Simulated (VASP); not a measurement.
Wanted: the native input for a VASP 6.6.1 run.

* Task: single point
* Functional: LDA
* Potentials or basis: VASP PAW LDA potentials, release 64 (As)
* Cutoff: 520 eV
* k mesh: 7 × 7 × 7
* Occupations: methfessel-paxton, width 0.1 eV
* Spin: no spin polarisation
* Dipole correction: no
* Further INCAR settings: ALGO = Normal; EDIFF = 1e-06; NBANDS = 8

The structure of As lies in POSCAR:

```
As
1.0
    2.7036817400      0.0000000000      0.0000000000
    0.0000000000      2.7036817400      0.0000000000
    0.0000000000      0.0000000000      2.7036817400
As
1
Direct
    0.5000000000      0.5000000000      0.5000000000
```

One way to write it, as run:

INCAR

```
ALGO = Normal
EDIFF = 1E-6
ENCUT = 520
GGA = CA
ISIF = 2
ISMEAR = 1
LASPH = T
LCHARG = T
LELF = T
LREAL = F
LVHAR = T
LWAVE = F
NBANDS = 8
NELM = 80
PREC = Accurate
SIGMA = 0.1
```

KPOINTS

```
k-points
0
Gamma
  7 7 7
```

Potentials or basis: VASP PAW LDA potentials, release 64 (As).

The run is started by

```bash
$ cat potpaw_LDA.64/As/POTCAR > POTCAR
$ mpirun -np 1 vasp_std > vasp.out
```

Results of the run:

```json
{
  "Pressure": "-2.6 GPa"
}
```

Run time: 2.5 s on 1 thread of AMD EPYC 7R43 64-Core Processor (Zen 3), with other jobs on the host, peak memory 0.08 GiB.
